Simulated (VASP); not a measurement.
# GaN in VASP: notebook

The runs below take GaN through single point, with PBE, revPBE.

Program: VASP 6.6.1. These are calculated values, not measurements. Logs are shortened: lines on timing, memory, paths and dates and some standing lists are left out, and cuts for length are marked.

**1. The cell of the first run**

Symmetry: F-43m, No. 216, cubic system. Conventional cell: a = 5.113 Å, b = 5.113 Å, c = 5.113 Å, α = 90.00°, β = 90.00°, γ = 90.00°. Ga (site symmetry -43m) has 4 N at 2.21 Å within 2.9 Å. N (site symmetry -43m) has 4 Ga at 2.21 Å within 2.9 Å.

**2. Single point, PBE**

INCAR

```
PREC = Accurate
ENCUT = 520
EDIFF = 1E-6
ISMEAR = 0
SIGMA = 0.1
LREAL = False
LASPH = True
NELM = 100
ALGO = Normal
ISIF = 2
LWAVE = False
LCHARG = False
GGA = PE
NELECT = 19.0
NBANDS = 16
```

KPOINTS

```
regular mesh
0
Gamma
  2 2 2
```

POSCAR

```
GaN
1.0
    0.0000000000      2.5564774409      2.5564774409
    2.5564774409      0.0000000000      2.5564774409
    2.5564774409      2.5564774409      0.0000000000
Ga N
1 1
Direct
    0.0000000000      0.0000000000      0.0000000000
    0.7500000000      0.7500000000      0.7500000000
```

Potentials or basis: VASP PAW PBE potentials, release 64 (Ga_d, N).

On the command line:

```bash
> cat potpaw_PBE.64/Ga_d/POTCAR potpaw_PBE.64/N/POTCAR > POTCAR
> mpirun -np 1 vasp_std > vasp.out
```

OUTCAR:

```text
PREC = Accurate
   ENCUT = 520
   EDIFF = 1E-6
   ISMEAR = 0
   LREAL = False
   LASPH = True
   NELM = 100
   ISIF = 2
   GGA = PE
   NELECT = 19.0

 ion  position               nearest neighbor table
   1  0.000  0.000  0.000-   2 2.21   2 2.21   2 2.21   2 2.21
   2  0.750  0.750  0.750-   1 2.21   1 2.21   1 2.21   1 2.21

  LATTYP: Found a face centered cubic cell.
 ALAT       =     5.1129548818

  Lattice vectors:

 A1 = (   0.0000000000,   2.5564774409,   2.5564774409)
 A2 = (   2.5564774409,   0.0000000000,   2.5564774409)
 A3 = (   2.5564774409,   2.5564774409,   0.0000000000)

Analysis of symmetry for initial positions (statically):
=====================================================================
 Subroutine PRICEL returns:
 Original cell was already a primitive cell.

 Routine SETGRP: Setting up the symmetry group for a
 face centered cubic supercell.

 Subroutine GETGRP returns: Found 24 space group operations
 (whereof 24 operations were pure point group operations)
 out of a pool of 48 trial point group operations.

The static configuration has the point symmetry T_d .

Analysis of symmetry for dynamics (positions and initial velocities):
=====================================================================
 Subroutine PRICEL returns:
 Original cell was already a primitive cell.

 Routine SETGRP: Setting up the symmetry group for a
 face centered cubic supercell.

 Subroutine GETGRP returns: Found 24 space group operations
 (whereof 24 operations were pure point group operations)
 out of a pool of 48 trial point group operations.

The dynamic configuration has the point symmetry T_d .

 Subroutine INISYM returns: Found 24 space group operations
 (whereof 24 operations are pure point group operations),
 and found     1 'primitive' translations

----------------------------------------------------------------------------------------

                                     Primitive cell

  volume of cell :      33.4161

  direct lattice vectors                    reciprocal lattice vectors
     0.000000000  2.556477441  2.556477441    -0.195581620  0.195581620  0.195581620
     2.556477441  0.000000000  2.556477441     0.195581620 -0.195581620  0.195581620
     2.556477441  2.556477441  0.000000000     0.195581620  0.195581620 -0.195581620

  length of vectors
     3.615405069  3.615405069  3.615405069     0.338757303  0.338757303  0.338757303

  position of ions in fractional coordinates (direct lattice)
     0.000000000  0.000000000  0.000000000
     0.750000000  0.750000000  0.750000000

  ion indices of the primitive-cell ions
   primitive index   ion index
                 1           1
                 2           2

----------------------------------------------------------------------------------------

 KPOINTS: regular mesh

Automatic generation of k-mesh.
 Grid dimensions read from file:
 generate k-points for:    2    2    2

 Generating k-lattice:

  Cartesian coordinates                     Fractional coordinates (reciprocal lattice)
    -0.097790810  0.097790810  0.097790810     0.500000000  0.000000000  0.000000000
     0.097790810 -0.097790810  0.097790810     0.000000000  0.500000000  0.000000000
     0.097790810  0.097790810 -0.097790810     0.000000000  0.000000000  0.500000000

  Length of vectors
     0.169378652  0.169378652  0.169378652

  Shift w.r.t. Gamma in fractional coordinates (k-lattice)
     0.000000000  0.000000000  0.000000000

 Subroutine IBZKPT returns following result:
 ===========================================

 Found      3 irreducible k-points:

 Following reciprocal coordinates:
            Coordinates               Weight
  0.000000  0.000000  0.000000      1.000000
  0.500000  0.000000  0.000000      4.000000
  0.500000  0.500000  0.000000      3.000000
   k-points           NKPTS =      3   k-points in BZ     NKDIM =      3   number of bands    NBANDS=     16
   number of dos      NEDOS =    301   number of ions     NIONS =      2
   total plane-waves  NPLWV =  21952
   dimension x,y,z NGX =    28 NGY =   28 NGZ =   28
   dimension x,y,z NGXF=    56 NGYF=   56 NGZF=   56
   ions per type =               1   1
   NGX,Y,Z   is equivalent  to a cutoff of  12.88, 12.88, 12.88 a.u.
   NGXF,Y,Z  is equivalent  to a cutoff of  25.75, 25.75, 25.75 a.u.
 SYSTEM =  unknown system
   PREC   = accura    normal or accurate (medium, high low for compatibility)
   ISTART =      0    job   : 0-new  1-cont  2-samecut
   ICHARG =      2    charge: 1-file 2-atom 10-const
   ISPIN  =      1    spin polarized calculation?
   LNONCOLLINEAR =      F non collinear calculations
   LSORBIT =      F    spin-orbit coupling
   LASPH  =      T    aspherical Exc in radial PAW
   ENCUT  =  520.0 eV  38.22 Ry    6.18 a.u.   6.72  6.72  6.72*2*pi/ulx,y,z
   NELM   =    100;   NELMIN=  2; NELMDL= -5     # of ELM steps
   EDIFF  = 0.1E-05   stopping-criterion for ELM
   LREAL  =      F    real-space projection
[... 7 lines left out ...]
   TEBEG  =    0.0;   TEEND  =   0.0 temperature during run
   PSTRESS=    0.0 pullay stress
   NELECT =      19.0000    total number of electrons
   NUPDOWN=      -1.0000    fix difference up-down
   EMIN   =  10.00;   EMAX   =-10.00  energy-range for DOS
   EFERMI =   0.00;   METHOD = LEGACY
   ISMEAR =     0;   SIGMA  =   0.10  broadening in eV -4-tet -1-fermi 0-gaus
   EFERMI_NEDOS =   21; number of points for ismear=-14 and -15
   IALGO  =     38    algorithm
   IMIX   =      4    mixing-type and parameters
     AMIX     =   0.40;   BMIX     =  1.00
     AMIX_MAG =   1.60;   BMIX_MAG =  1.00
  volume/ion in A,a.u.               =      16.71       112.75
  Fermi-wavevector in a.u.,A,eV,Ry     =   1.356253  2.562947 25.026861  1.839422
  Thomas-Fermi vector in A             =   2.483272
   LORBIT       =      0    0 simple, 1 ext, 2 COOP (PROOUT), +10 PAW based schemes
   GGA     = PE    functional components
   LHFCALC =     F    Hartree Fock is set to
   AEXX    =    0.0000 exact exchange contribution
   IVDW    =     0    specifies the selected vdW correction
   LEPSILON=     F    determine dielectric tensor
   LRPA    =     F    only Hartree local field effects (RPA)
 non-spin polarized calculation
 Gauss-broadening in eV      SIGMA  =   0.10
  energy-cutoff  :      520.00
  volume of cell :       33.42
 maximum number of plane-waves:       934
 NGX is ok and might be reduce to    28
   NGX = 13   NGY = 13   NGZ = 13

 number of electron      18.9999995 magnetization

 Free energy of the ion-electron system (eV)
  ---------------------------------------------------
  ext. energy  EPLUGINS =         0.00000000
  ---------------------------------------------------
  free energy    TOTEN  =        -5.88237501 eV

  energy without entropy =       -5.85990472  energy(sigma->0) =       -5.87113986

 E-fermi :   4.0956     XC(G=0): -10.3288

 val. band max:        4.0479033297   @ k =   0.5000   0.0000   0.0000
 cond. band min:       4.4483878360   @ k =   0.5000   0.5000   0.0000
 fundamental gap:      0.4004845063
 Fermi energy:         4.0955969068

 k-point     1 :       0.0000    0.0000    0.0000
  band No.  band energies     occupation
      1     -11.3081      2.00000
      2     -11.3081      2.00000
      3     -11.3081      2.00000
      4     -11.2246      2.00000
      5     -11.2246      2.00000
      6     -11.0836      2.00000
      7       1.2838      2.00000
      8       2.5774      2.00000
      9       2.5774      2.00000
     10       2.5774      2.00000
     11       9.6371      0.00000
     12       9.6371      0.00000
     13       9.6371      0.00000
     14      14.0196      0.00000
     15      17.1928      0.00000
     16      17.1928      0.00000

 k-point     2 :       0.5000    0.0000    0.0000
  band No.  band energies     occupation
      1     -11.6190      2.00000
      2     -11.2847      2.00000
      3     -11.2847      2.00000
      4     -11.2046      2.00000
      5     -11.2046      2.00000
      6      -9.3624      2.00000
      7      -3.2682      2.00000
      8       1.8715      2.00000
      9       1.8715      2.00000
     10       4.0479      1.50000
     11       8.8457      0.00000
     12       9.9249      0.00000
     13       9.9249      0.00000
     14      13.8858      0.00000
     15      17.1495      0.00000
     16      17.1495      0.00000

 k-point     3 :       0.5000    0.5000    0.0000
  band No.  band energies     occupation
      1     -11.6534      2.00000
      2     -11.2824      2.00000
      3     -11.2148      2.00000
      4     -11.2148      2.00000
      5     -11.1975      2.00000
      6      -8.9310      2.00000
      7      -2.9210      2.00000
      8       0.6043      2.00000
      9       0.6043      2.00000
     10       4.4484      0.00000
     11       6.2665      0.00000
     12      11.1609      0.00000
     13      12.2613      0.00000
     14      12.2613      0.00000
     15      17.5858      0.00000
     16      22.2600      0.00000

------------------------ aborting loop because EDIFF is reached ----------------------------------------

  FORCE on cell =-STRESS in cart. coord.  units (eV):
  Direction    XX          YY          ZZ          XY          YZ          ZX
  --------------------------------------------------------------------------------------
  -------------------------------------------------------------------------------------
  Total        6.8854972      6.8854972      6.8854972      0.0000000     -0.0000000      0.0000000
  in kB      330.1338039    330.1338039    330.1338039      0.0000000     -0.0000000      0.0000000
  external PRESSURE =     330.1338039 kB  Pullay stress =       0.0000000 kB

 VOLUME and BASIS-vectors are now :
 -----------------------------------------------------------------------------
  energy-cutoff  :      520.00
  volume of cell :       33.42
      direct lattice vectors                 reciprocal lattice vectors
     0.000000000  2.556477441  2.556477441    -0.195581620  0.195581620  0.195581620
     2.556477441  0.000000000  2.556477441     0.195581620 -0.195581620  0.195581620
     2.556477441  2.556477441  0.000000000     0.195581620  0.195581620 -0.195581620

 POSITION                                       TOTAL-FORCE (eV/Angst)
 -----------------------------------------------------------------------------------
      0.00000      0.00000      0.00000         0.000000      0.000000      0.000000
      3.83472      3.83472      3.83472        -0.000000     -0.000000     -0.000000
 -----------------------------------------------------------------------------------
    total drift:                               -0.000001     -0.000001     -0.000001

  FREE ENERGIE OF THE ION-ELECTRON SYSTEM (eV)
  ---------------------------------------------------
  free  energy   TOTEN  =        -5.8823750099 eV

  energy  without entropy=       -5.8599047189  energy(sigma->0) =       -5.87113986
```

It took 8.2 s on 1 thread of Intel Xeon 8259CL, shared host; peak memory 0.15 GiB.

What came out:

```
Free energy : -5.8824 eV
```

Levels at points of the mesh, in eV from the Fermi level:
```
           k point  band 8  band 9  band 10  band 11  band 12  band 13
(0.00, 0.00, 0.00)   -1.52   -1.52    -1.52     5.54     5.54     5.54
(0.50, 0.00, 0.00)   -2.22   -2.22    -0.05     4.75     5.83     5.83
(0.50, 0.50, 0.00)   -3.49   -3.49     0.35     2.17     7.07     8.17
```

Caveat: the k points lie up to 1.06 Å⁻¹ apart; the cell carries a net charge on a neutralising background, which shifts energy and pressure; the cell is charged against a uniform background, so pressure and absolute levels hang on convention.

(Continued in part 2 of 2.)
